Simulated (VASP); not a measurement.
# PbO in VASP: notebook, part 2 of 2

VASP 6.6.1. Earlier steps stand in the parts before.

### 4 Relaxation of cell and atoms, PBE+D3(BJ), target pressure 60 GPa, at which the enthalpy is minimised

This run uses another cell than the first one, of 12.75 Å³/atom.

INCAR

```
SYSTEM = PbO
PREC = Accurate
ENCUT = 600
EDIFF = 1E-6
ISMEAR = 0
SIGMA = 0.1
LREAL = .False.
LASPH = .True.
NELM = 100
ALGO = Normal
ISIF = 3
LWAVE = .False.
LCHARG = .False.
GGA = PE
IVDW = 12
IBRION = 2
NSW = 70
EDIFFG = -0.008
PSTRESS = 600.0
```

KPOINTS

```
regular mesh
0
Gamma
  12 12 12
  0 0 0
```

POSCAR

```
PbO
1.0
    3.9114508771      0.0000000000      0.0000000000
    0.0000000000      3.9114508771      0.0000000000
    0.0000000000      0.0000000000      3.3322040892
Pb O
2 2
Direct
    0.0000000000      0.5000000000      0.3206565710
    0.5000000000      0.0000000000      0.6793434290
    0.0000000000      0.0000000000      0.0000000000
    0.5000000000      0.5000000000      0.0000000000
```

Potentials or basis: VASP PAW PBE potentials, release 64 (Pb_d, O).

Command:

```console
> cat potpaw_PBE.64/Pb_d/POTCAR potpaw_PBE.64/O/POTCAR > POTCAR
> mpirun -np 1 vasp_std > vasp.out
```

OUTCAR:

```text
SYSTEM = PbO
   PREC = Accurate
   ENCUT = 600
   EDIFF = 1E-6
   ISMEAR = 0
   LREAL = .False.
   LASPH = .True.
   NELM = 100
   ISIF = 3
   GGA = PE
   IVDW = 12
   IBRION = 2
   NSW = 70
   EDIFFG = -0.008
   PSTRESS = 600.0
 IVDW          = 12

 ion  position               nearest neighbor table
   1  0.000  0.500  0.321-   3 2.23   4 2.23   3 2.23   4 2.23   3 2.99   3 2.99   4 2.99   4 2.99
                             2 3.01   2 3.01   2 3.01   2 3.01   2 3.50   2 3.50   2 3.50   2 3.50
   2  0.500  0.000  0.679-   3 2.23   4 2.23   4 2.23   3 2.23   3 2.99   4 2.99   4 2.99   3 2.99
                             1 3.01   1 3.01   1 3.01   1 3.01   1 3.50   1 3.50   1 3.50   1 3.50
   3  0.000  0.000  0.000-   1 2.23   2 2.23   1 2.23   2 2.23   2 2.99   1 2.99   2 2.99   1 2.99

   4  0.500  0.500  0.000-   1 2.23   2 2.23   2 2.23   1 2.23   2 2.99   2 2.99   1 2.99   1 2.99

  LATTYP: Found a simple tetragonal cell.
 ALAT       =     3.9114508771
 C/A-ratio  =     0.8519099930

  Lattice vectors:

 A1 = (   3.9114508771,   0.0000000000,   0.0000000000)
 A2 = (   0.0000000000,   3.9114508771,   0.0000000000)
 A3 = (   0.0000000000,   0.0000000000,   3.3322040892)

Analysis of symmetry for initial positions (statically):
=====================================================================
 Subroutine PRICEL returns:
 Original cell was already a primitive cell.

 Routine SETGRP: Setting up the symmetry group for a
 simple tetragonal supercell.

 Subroutine GETGRP returns: Found 16 space group operations
 (whereof  8 operations were pure point group operations)
 out of a pool of 16 trial point group operations.

The static configuration has the point symmetry D_2d.
 The point group associated with its full space group is D_4h.

Analysis of symmetry for dynamics (positions and initial velocities):
=====================================================================
 Subroutine PRICEL returns:
 Original cell was already a primitive cell.

 Routine SETGRP: Setting up the symmetry group for a
 simple tetragonal supercell.

 Subroutine GETGRP returns: Found 16 space group operations
 (whereof  8 operations were pure point group operations)
 out of a pool of 16 trial point group operations.

The dynamic configuration has the point symmetry D_2d.
 The point group associated with its full space group is D_4h.

 Subroutine INISYM returns: Found 16 space group operations
 (whereof  8 operations are pure point group operations),
 and found     1 'primitive' translations

----------------------------------------------------------------------------------------

                                     Primitive cell

  volume of cell :      50.9809

  direct lattice vectors                    reciprocal lattice vectors
     3.911450877  0.000000000  0.000000000     0.255659609  0.000000000  0.000000000
     0.000000000  3.911450877  0.000000000     0.000000000  0.255659609  0.000000000
     0.000000000  0.000000000  3.332204089     0.000000000  0.000000000  0.300101666

  length of vectors
     3.911450877  3.911450877  3.332204089     0.255659609  0.255659609  0.300101666

  position of ions in fractional coordinates (direct lattice)
     0.000000000  0.500000000  0.320656571
     0.500000000  0.000000000  0.679343429
     0.000000000  0.000000000  0.000000000
     0.500000000  0.500000000  0.000000000

  ion indices of the primitive-cell ions
   primitive index   ion index
                 1           1
                 2           2
                 3           3
                 4           4

----------------------------------------------------------------------------------------

 KPOINTS: regular mesh

Automatic generation of k-mesh.
 Grid dimensions read from file:
 generate k-points for:   12   12   12

 Generating k-lattice:

  Cartesian coordinates                     Fractional coordinates (reciprocal lattice)
     0.021304967  0.000000000  0.000000000     0.083333333  0.000000000  0.000000000
     0.000000000  0.021304967  0.000000000     0.000000000  0.083333333  0.000000000
     0.000000000  0.000000000  0.025008472     0.000000000  0.000000000  0.083333333

  Length of vectors
     0.021304967  0.021304967  0.025008472

  Shift w.r.t. Gamma in fractional coordinates (k-lattice)
     0.000000000  0.000000000  0.000000000

 Subroutine IBZKPT returns following result:
 ===========================================

 Found    196 irreducible k-points:

 Following reciprocal coordinates:
            Coordinates               Weight
  0.000000  0.000000  0.000000      1.000000
  0.083333  0.000000  0.000000      4.000000
  0.166667  0.000000  0.000000      4.000000
  0.250000  0.000000  0.000000      4.000000
  0.333333  0.000000  0.000000      4.000000
  0.416667  0.000000  0.000000      4.000000
[... 16 lines left out ...]
  0.333333  0.333333  0.000000      4.000000
  0.416667  0.333333  0.000000      8.000000
 [... further k-points ...]
   k-points           NKPTS =    196   k-points in BZ     NKDIM =    196   number of bands    NBANDS=     24
   number of dos      NEDOS =    301   number of ions     NIONS =      4
   total plane-waves  NPLWV =  28672
   dimension x,y,z NGX =    32 NGY =   32 NGZ =   28
   dimension x,y,z NGXF=    64 NGYF=   64 NGZF=   56
   ions per type =               2   2
   NGX,Y,Z   is equivalent  to a cutoff of  13.60, 13.60, 13.97 a.u.
   NGXF,Y,Z  is equivalent  to a cutoff of  27.20, 27.20, 27.94 a.u.
 SYSTEM =  PbO
   PREC   = accura    normal or accurate (medium, high low for compatibility)
   ISTART =      0    job   : 0-new  1-cont  2-samecut
   ICHARG =      2    charge: 1-file 2-atom 10-const
   ISPIN  =      1    spin polarized calculation?
   LNONCOLLINEAR =      F non collinear calculations
   LSORBIT =      F    spin-orbit coupling
   LASPH  =      T    aspherical Exc in radial PAW
   ENCUT  =  600.0 eV  44.10 Ry    6.64 a.u.   7.81  7.81  6.66*2*pi/ulx,y,z
   NELM   =    100;   NELMIN=  2; NELMDL= -5     # of ELM steps
   EDIFF  = 0.1E-05   stopping-criterion for ELM
   LREAL  =      F    real-space projection
   EDIFFG = -.8E-02   stopping-criterion for IOM
   NSW    =     70    number of steps for IOM
   IBRION =      2    ionic relax: 0-MD 1-quasi-New 2-CG
   NFREE  =      1    steps in history (QN), initial steepest desc. (CG)
   ISIF   =      3    stress and relaxation
   ISYM   =      2    0-nonsym 1-usesym 2-fastsym
   POTIM  = 0.5000    time-step for ionic-motion
   TEBEG  =    0.0;   TEEND  =   0.0 temperature during run
   PSTRESS=  600.0 pullay stress
   NELECT =      40.0000    total number of electrons
   NUPDOWN=      -1.0000    fix difference up-down
   EMIN   =  10.00;   EMAX   =-10.00  energy-range for DOS
   EFERMI =   0.00;   METHOD = LEGACY
   ISMEAR =     0;   SIGMA  =   0.10  broadening in eV -4-tet -1-fermi 0-gaus
   EFERMI_NEDOS =   21; number of points for ismear=-14 and -15
   IALGO  =     38    algorithm
   IMIX   =      4    mixing-type and parameters
     AMIX     =   0.40;   BMIX     =  1.00
     AMIX_MAG =   1.60;   BMIX_MAG =  1.00
  volume/ion in A,a.u.               =      12.75        86.01
  Fermi-wavevector in a.u.,A,eV,Ry     =   1.509938  2.853369 31.020086  2.279912
  Thomas-Fermi vector in A             =   2.620194
   LORBIT       =      0    0 simple, 1 ext, 2 COOP (PROOUT), +10 PAW based schemes
   GGA     = PE    functional components
   LHFCALC =     F    Hartree Fock is set to
   AEXX    =    0.0000 exact exchange contribution
   IVDW    =    12    specifies the selected vdW correction
   LEPSILON=     F    determine dielectric tensor
   LRPA    =     F    only Hartree local field effects (RPA)
 conjugate gradient relaxation of ions
 non-spin polarized calculation
 Gauss-broadening in eV      SIGMA  =   0.10
  energy-cutoff  :      600.00
  volume of cell :       50.98
 maximum number of plane-waves:      1720
 NGX is ok and might be reduce to    32
   NGX = 15   NGY = 15   NGZ = 13

--------------------------------------- Ionic step        1  -------------------------------------------

 number of electron      39.9999989 magnetization

 Free energy of the ion-electron system (eV)
  ---------------------------------------------------
  ext. energy  EPLUGINS =         0.00000000
  ---------------------------------------------------
  free energy    TOTEN  =       -18.29374672 eV

  energy without entropy =      -18.29352157  energy(sigma->0) =      -18.29363415

------------------------ aborting loop because EDIFF is reached ----------------------------------------

 Edisp (eV)   -1.50026

 E8    (eV) :    -0.6864
[... 119 lines left out ...]
  energy  without entropy=      -19.1831096462  energy(sigma->0) =      -19.18321948

  enthalpy is  TOTEN    =        -0.7642261243 eV   P V=       18.4191031886

[... ionic steps 4 to 12 ...]

--------------------------------------- Ionic step       13  -------------------------------------------

 number of electron      39.9999992 magnetization

------------------------ aborting loop because EDIFF is reached ----------------------------------------
[... 83 lines left out ...]
--------------------------------------- Ionic step       15  -------------------------------------------

 number of electron      39.9999992 magnetization

 Free energy of the ion-electron system (eV)
  ---------------------------------------------------
  ext. energy  EPLUGINS =         0.00000000
  ---------------------------------------------------
  free energy    TOTEN  =       -17.51867566 eV

  energy without entropy =      -17.51813090  energy(sigma->0) =      -17.51840328

 E-fermi :  12.0570     XC(G=0): -12.8444

 val. band max:       12.0234909908   @ k =   0.0000   0.0000   0.5000
 cond. band min:      12.0756291924   @ k =   0.0833   0.0833   0.5000
 fundamental gap:      0.0521382016
 Fermi energy:        12.0570058878

 k-point     1 :       0.0000    0.0000    0.0000
  band No.  band energies     occupation
      1      -8.8882      2.00000
      2      -8.0310      2.00000
      3      -5.6237      2.00000
      4      -5.5054      2.00000
      5      -5.3464      2.00000
      6      -4.9810      2.00000
[... 637 lines left out ...]
     23      19.8343      0.00000
     24      20.3821      0.00000

 [... further k-points ...]

------------------------ aborting loop because EDIFF is reached ----------------------------------------

 Edisp (eV)   -1.57210

 E8    (eV) :    -0.7197
[... 31 lines left out ...]
  energy  without entropy=      -19.0902328937  energy(sigma->0) =      -19.09050527

  enthalpy is  TOTEN    =        -0.8494092913 eV   P V=       18.2413683570

 reached required accuracy - stopping structural energy minimisation
```

CONTCAR:

```text
PbO
   1.00000000000000
     3.9593576174672420    0.0000000000000000    0.0000000000000000
     0.0000000000000000    3.9593576174672389    0.0000000000000000
     0.0000000000000000    0.0000000000000000    3.1071862440430178
  Pb              O
     2     2
Direct
     0.0000000000000000    0.5000000000000000    0.3481296458217895
     0.5000000000000000    0.0000000000000000    0.6518703541782107
     1.0000000000000000    0.0000000000000000    0.0000000000000000
     0.5000000000000000    0.5000000000000000    0.0000000000000000

  0.00000000E+00  0.00000000E+00  0.00000000E+00
  0.00000000E+00  0.00000000E+00  0.00000000E+00
  0.00000000E+00  0.00000000E+00  0.00000000E+00
  0.00000000E+00  0.00000000E+00  0.00000000E+00
```

It took 33 min on 1 thread of Oxide Virtual Turin-like, shared host; peak memory 0.35 GiB.

Results:

```
Free energy                                                : -19.0908 eV
Relaxed volume                                             : 12.18 Å³/atom
Relaxed cell                                               : a = 3.959 Å, b = 3.959 Å, c = 3.107 Å, α = 90.00°, β = 90.00°, γ = 90.00°
Space group after relaxing (to 0.1 Å)                      : P4/nmm (No. 129)
Energy change on relaxing (the run minimises the enthalpy) : +175.8 meV/atom
Ionic steps                                                : 15
Pressure after relaxing                                    : 60.0 GPa
Largest force after relaxing                               : 0.008 eV/Å
Band gap on the k mesh                                     : zero (bands 20 and 21 overlap by 0.16 eV)
Dispersion energy per atom                                 : -0.393 eV
```

Forces in eV/Å, atoms in the order of the input:
```
Pb   0.000  0.000  0.008
Pb   0.000  0.000 -0.008
O    0.000  0.000  0.000
O    0.000  0.000  0.000
```

Step by step:
| step | energy change (eV) | largest force (eV/Å) | pressure (GPa) | volume (Å³) |
| --- | --- | --- | --- | --- |
| 1 | 0.0000 | 0.6903 | 50.72 | 50.98 |
| 2 | 2.1637 | 1.1066 | 88.21 | 45.72 |
| 3 | 0.6107 | 0.8459 | 61.54 | 49.18 |
| 4 | 0.6331 | 0.2250 | 60.52 | 48.99 |
| 5 | 0.6730 | 0.1292 | 60.10 | 48.86 |
| 6 | 0.6574 | 0.0773 | 59.73 | 48.87 |
| 7 | 0.6520 | 0.0068 | 59.29 | 48.85 |
| 8 | 0.6559 | 0.0105 | 59.17 | 48.84 |
| 9 | 0.8979 | 0.0791 | 63.52 | 48.20 |
| 10 | 0.7024 | 0.0255 | 60.01 | 48.71 |
| 11 | 0.7015 | 0.0265 | 60.05 | 48.71 |
| 12 | 0.6786 | 0.0184 | 59.59 | 48.78 |
| 13 | 0.6993 | 0.0238 | 59.96 | 48.72 |
| 14 | 0.7004 | 0.0234 | 59.97 | 48.72 |
| 15 | 0.7032 | 0.0079 | 60.01 | 48.71 |

Final structure:
```
Pb O
1.0
     3.95936    0.00000    0.00000
     0.00000    3.95936    0.00000
     0.00000    0.00000    3.10719
Pb O
2 2
Cartesian
  0.0000 1.9797 1.0817
  1.9797 0.0000 2.0255
  3.9594 0.0000 0.0000
  1.9797 1.9797 0.0000
```

Caveat: the cell is relaxed towards a set pressure, so the run minimises the enthalpy, not the energy; semilocal functionals underestimate gaps, and a narrow one can read as zero; spin-orbit coupling is left out, which moves the levels of the heavy elements.

### 5 Summary

| task | cell | k mesh | smearing | gap on the mesh (eV) | pressure (GPa) | largest force (eV/Å) |
| --- | --- | --- | --- | --- | --- | --- |
| single point | a = 4.115, b = 4.014, c = 4.970 Å, 4 atoms, atomic positions A | 8 × 8 × 6 | gaussian 0.02 eV | 1.31 | -0.8 | 0.05 |
| relaxation of cell and atoms | relaxed from a = 3.974, b = 3.974, c = 5.022 Å, 4 atoms, atomic positions B | 8 × 8 × 6 | gaussian 0.02 eV | 1.25 | 0.0 | - |
| relaxation of cell and atoms | relaxed to 60 GPa from a = 3.911, b = 3.911, c = 3.332 Å, 4 atoms, atomic positions C | 12 × 12 × 12 | gaussian 0.1 eV | none | 60.0 | 0.01 |

Alike in all rows: level PBE+D3(BJ); potentials or basis VASP PAW PBE potentials, release 64 (Pb_d, O); no spin polarisation; cutoff (eV) 600.

Caveats: spin-orbit coupling is left out, which moves the levels of the heavy elements; the cell is relaxed towards a set pressure, so the run minimises the enthalpy, not the energy (at least some runs); semilocal functionals underestimate gaps, and a narrow one can read as zero (at least some runs).

Absolute energies hang on the potentials; compare differences alone.

The gap in the log of VASP goes by the Fermi energy; the results here count the filled bands.